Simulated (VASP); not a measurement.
Set up this calculation in VASP 6.6.1, as the native input.

```
Task                   : single point
Functional             : PBE
Potentials or basis    : VASP PAW PBE potentials, release 64 (Zn, Cd, Te, O)
Cutoff                 : 520 eV
k mesh                 : 4 × 4 × 4
Occupations            : gaussian, width 0.1 eV
Spin                   : no spin polarisation
Dipole correction      : no
Further INCAR settings : ALGO = Normal; EDIFF = 1e-07; NBANDS = 36
```

The structure of ZnCd2TeO2 lies in POSCAR:

```
ZnCd2TeO2
1.0
    3.2888800611      0.0000000000      0.0000000000
    0.0000000000      3.2888800611      0.0000000000
    0.0000000000      0.0000000000     10.8901463845
Zn Cd Te O
1 2 1 2
Direct
    0.0000000000      0.0000000000      0.5000000000
    0.5000000000      0.5000000000      0.7383755917
    0.5000000000      0.5000000000      0.2616244083
    0.5000000000      0.5000000000      0.0000000000
    0.0000000000      0.0000000000      0.6695967539
    0.0000000000      0.0000000000      0.3304032461
```

The cell was generated, and may not be a known phase.

These files were run (other wordings do the same):

INCAR

```
  PREC = Accurate
  ENCUT = 520
  EDIFF = 1E-7
  ISMEAR = 0
  SIGMA = 0.1
  LREAL = False
  LASPH = True
  NELM = 100
  ALGO = Normal
  ISIF = 2
  LWAVE = False
  LCHARG = False
  GGA = PE
  NBANDS = 36
```

KPOINTS

```
Automatic mesh
0
Gamma
  4 4 4
```

Potentials or basis: VASP PAW PBE potentials, release 64 (Zn, Cd, Te, O).

Command:

```bash
$ cat potpaw_PBE.64/Zn/POTCAR potpaw_PBE.64/Cd/POTCAR potpaw_PBE.64/Te/POTCAR potpaw_PBE.64/O/POTCAR > POTCAR
$ mpirun -np 1 vasp_std > vasp.out
```

It gave:

* Pressure: 0.6 GPa
* Largest force: 0.114 eV/Å
* Band gap on the k mesh: zero (bands 27 and 28 overlap by 0.54 eV)

Caveat: the k points lie up to 0.48 Å⁻¹ apart, too coarse for converged energies and pressures of a metal; semilocal functionals underestimate gaps, and a narrow one can read as zero; spin-orbit coupling is left out, which moves the levels of the heavy elements.

It took 100 s on 1 thread of AMD EPYC 7R43 64-Core Processor (Zen 3) (shared host), peak memory 0.22 GiB.
